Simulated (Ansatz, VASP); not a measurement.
## One calculation of GaAs, two programs

```
CELL_PARAMETERS angstrom
0.00000 2.82685 2.82685
2.82685 0.00000 2.82685
2.82685 2.82685 0.00000
ATOMIC_POSITIONS crystal
As 0.75000 0.75000 0.75000
Ga 0.00000 0.00000 0.00000
```

Alike in both runs: functional r2SCAN; k mesh 5 × 5 × 5; occupations fermi-dirac, width 0.05 eV; no spin polarisation.

|  | VASP | Ansatz |
| --- | --- | --- |
| version | VASP 6.6.1 | Ansatz 0.2.0 |
| potentials or method | VASP PAW PBE potentials, release 64 (As, Ga_d) | Ansatz PAW |
| plane-wave cutoff (eV) | 520 | 500 |
| valence electrons in the cell | 18 | 28 |
| task | single point | projected density of states |

```tsv
	VASP	Ansatz	Ansatz less VASP
gap on the k mesh at the Fermi level (eV)	0.99	1.01	+0.020
least direct gap on the mesh (eV)	0.99	1.01	+0.020
pressure (GPa)	0.7	0.5	-0.12
```

VASP's potentials were made for PBE, not for r2SCAN. VASP's potentials hold 18 valence electrons a cell and Ansatz's 28, so a difference there can come from the potentials and not from the codes.

Noted on Ansatz's run: odd divisions of the mesh miss points on the zone boundary, where band edges often lie, so the gap on the mesh can be too wide.
